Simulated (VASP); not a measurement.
Crystal: TmB3Au.

```
Tm B Au
1.0
     4.98890    0.03892   -0.03568
    -2.46075    4.44844   -0.01460
    -0.03822   -0.04013    5.36203
Tm B Au
2 6 2
Direct
  0.34591 0.67409 0.75738
  0.65129 0.31742 0.23987
  0.22047 0.77526 0.26073
  0.45265 0.22454 0.75144
  0.23604 0.44587 0.24630
  0.76447 0.21579 0.75587
  0.55131 0.78138 0.25464
  0.78133 0.56709 0.74303
  0.99536 0.00143 0.98511
  0.00117 0.99713 0.50563
```

| Property | Result |
| --- | --- |
| Program | VASP 6.6.1 |
| Task | relaxation of cell and atoms |
| Functional | PBE |
| Potentials or basis | VASP PAW PBE potentials, release 64 (Tm_3, B, Au), 4f in core |
| Cutoff | 500 eV |
| k mesh | 6 × 6 × 4 |
| Occupations | gaussian, width 0.2 eV |
| Spin | no spin polarisation |

At the start: pressure 3.4 GPa; volume 11.95 Å³/atom.

Problem. Where does the relaxation end?

Solution. Over 16 steps the energy falls by 52.5 meV/atom and the volume is 12.12 Å³/atom (+1.4 %); space group P1 (No. 1, to 0.1 Å) before, P6_3/mmc (No. 194, to 0.1 Å).

The path:
```
step  energy change (eV)  largest force (eV/Å)  pressure (GPa)  volume (Å³)
   1              0.0000                2.2447            3.41       119.50
   2             -0.3007                1.4842           -2.85       123.86
   3             -0.4539                0.5880           -1.44       122.19
   4             -0.4938                0.5155            1.38       120.70
   5             -0.4956                0.4318            0.86       120.96
   6             -0.5153                0.1856           -0.19       121.34
   7             -0.5156                0.1412           -0.08       121.30
   8             -0.5206                0.0904           -0.08       121.26
   9             -0.5218                0.1125           -0.08       121.24
  10             -0.5234                0.0793            0.21       121.12
  11             -0.5234                0.0849            0.24       121.11
  12             -0.5246                0.0494           -0.06       121.27
  13             -0.5247                0.0636           -0.17       121.33
  14             -0.5252                0.0263           -0.03       121.23
  15             -0.5253                0.0283            0.01       121.20
  16             -0.5254                0.0189            0.04       121.19
```

Final structure:
```
Tm B Au
1.0
     5.07575   -0.00034   -0.00045
    -2.53778    4.39599   -0.00052
    -0.00057   -0.00030    5.43143
Tm B Au
2 6 2
Direct
  0.33323 0.66662 0.75007
  0.66672 0.33319 0.24989
  0.22362 0.77618 0.25021
  0.44748 0.22381 0.74948
  0.22381 0.44748 0.25051
  0.77626 0.22380 0.74941
  0.55260 0.77627 0.25021
  0.77636 0.55270 0.74973
  0.99999 0.00032 0.00028
  0.99993 0.99964 0.50021
```
